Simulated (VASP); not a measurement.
Wanted: the native input for a VASP 6.6.1 run.

```
Task                   : single point
Functional             : r2SCAN
Potentials or basis    : VASP PAW PBE potentials, release 64 (Sn_d)
Cutoff                 : 520 eV
k mesh                 : 18 × 18 × 18
Occupations            : gaussian, width 0.15 eV
Spin                   : no spin polarisation
Dipole correction      : no
Further INCAR settings : ALGO = Normal; EDIFF = 1e-06; NBANDS = 21
```

Crystal: Sn.

```
Sn
1.0
     0.00000    3.56659    2.78194
     3.56659    0.00000    2.78194
     3.56659    3.56659    0.00000
Sn
2
Direct
  0.50000 0.50000 0.50000
  0.75000 0.75000 0.75000
```

This cell differs from its parent crystal: ratio of the length along z to the lengths across it x 0.78, volume and fractional coordinates fixed.

These files were run (other wordings do the same):

POSCAR

```
Sn
1.0
    0.0000000000      3.5665850263      2.7819363205
    3.5665850263      0.0000000000      2.7819363205
    3.5665850263      3.5665850263      0.0000000000
Sn
2
Direct
    0.5000000000      0.5000000000      0.5000000000
    0.7500000000      0.7500000000      0.7500000000
```

INCAR.step1

```
PREC = Accurate
ENCUT = 520
ISMEAR = 0
SIGMA = 0.15
LREAL = False
LASPH = True
NELM = 80
NBANDS = 21
GGA = PE
ALGO = Normal
EDIFF = 1E-4
LWAVE = True
LCHARG = False
```

INCAR.step2

```
PREC = Accurate
ENCUT = 520
EDIFF = 1E-6
ISMEAR = 0
SIGMA = 0.15
LREAL = False
LASPH = True
NELM = 80
ALGO = Normal
ISIF = 2
LWAVE = False
LCHARG = False
METAGGA = R2SCAN
LMIXTAU = True
NBANDS = 21
ISTART = 1
```

KPOINTS

```
regular mesh
0
Gamma
  18 18 18
```

Potentials or basis: VASP PAW PBE potentials, release 64 (Sn_d).

Run with:

```bash
$ cat potpaw_PBE.64/Sn_d/POTCAR > POTCAR
$ cp INCAR.step1 INCAR
$ mpirun -np 1 vasp_std > vasp.out
$ cp INCAR.step2 INCAR
$ mpirun -np 1 vasp_std > vasp.out
```

It gave:

The pressure is -0.7 GPa and the band gap on the k mesh is zero (bands 14 and 15 overlap by 0.85 eV).

Caveat: the PAW data sets were made with another functional, which shifts forces and pressure a little; spin-orbit coupling is left out, which moves the levels of the heavy elements.

Run time: 43 min on 1 thread of Oxide Virtual Turin-like Processor, with other jobs on the host, peak memory 0.62 GiB.
